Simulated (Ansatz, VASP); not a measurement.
## One calculation of Al2H5, two programs

INCAR

```
PREC = Accurate
ENCUT = 520
EDIFF = 1E-6
ISMEAR = 0
SIGMA = 0.1
LREAL = False
LASPH = True
NELM = 100
ALGO = Normal
ISIF = 2
LWAVE = False
LCHARG = False
GGA = PE
NBANDS = 14
```

File KPOINTS:

```
Automatic mesh
0
Gamma
  6 6 4
```

The input POSCAR:

```
Al2H5
1.0
    3.7071630300      0.0000000000      0.0000000000
   -1.8535815100      3.2104973600      0.0000000000
    0.0000000000      0.0000000000      6.0572610200
Al H
2 5
Direct
    0.0000000000      0.0000000000      0.0000000000
    0.3333333300      0.6666666700      0.0000000000
    0.8326978800      0.1673021200      0.5000000000
    0.8326978800      0.6653957600      0.5000000000
    0.3346042400      0.1673021200      0.5000000000
    0.0000000000      0.0000000000      0.6346500500
    0.0000000000      0.0000000000      0.3653499500
```

Input for Ansatz:

```yaml
crystal:
  lattice:
    - [3.70716303, 0.0, 0.0]
    - [-1.85358151, 3.21049736, 0.0]
    - [0.0, 0.0, 6.05726102]
  atoms:
    - { symbol: Al, position: [0.0, 0.0, 0.0] }
    - { symbol: Al, position: [0.33333333, 0.66666667, 0.0] }
    - { symbol: H, position: [0.83269788, 0.16730212, 0.5] }
    - { symbol: H, position: [0.83269788, 0.66539576, 0.5] }
    - { symbol: H, position: [0.33460424, 0.16730212, 0.5] }
    - { symbol: H, position: [0.0, 0.0, 0.63465005] }
    - { symbol: H, position: [0.0, 0.0, 0.36534995] }
basis:
  ecutwfc: 420
kpoints:
  mp_grid: { grid: [6, 6, 4] }
hamiltonian:
  xc: pbe
scf:
  occupations: { method: gaussian, width: 0.1 }
  lower_state_search: "off"
output:
  forces: true
  stress: true
  eigenvalues: true
```

Alike in both runs: task single point; functional PBE; k mesh 6 × 6 × 4; occupations gaussian, width 0.1 eV; no spin polarisation.

```csv
,VASP,Ansatz
version,VASP 6.6.1,Ansatz 0.2.0
potentials or method,"VASP PAW PBE potentials, release 64 (Al, H), cutoff 520 eV","scalar-relativistic, plane waves, PAW"
valence electrons in the cell,11,11
```

|  | VASP | Ansatz | Ansatz less VASP |
| --- | --- | --- | --- |
| gap on the k mesh at the Fermi level (eV) | none | none | - |
| pressure (GPa) | 16.3 | 16.4 | +0.02 |
| traceless stress, the component that is largest in VASP (GPa) | -25.07 | -25.02 | +0.055 |
| rms of the force components (eV/Å) | 0.464 | 0.462 | -0.0019 |

Atom by atom the forces differ by 0.002 eV/Å (rms over components). A gap of «none» marks a metal or a gap that the smearing closes. The functional is the same, so the differences come from potentials, cutoffs and numerics.
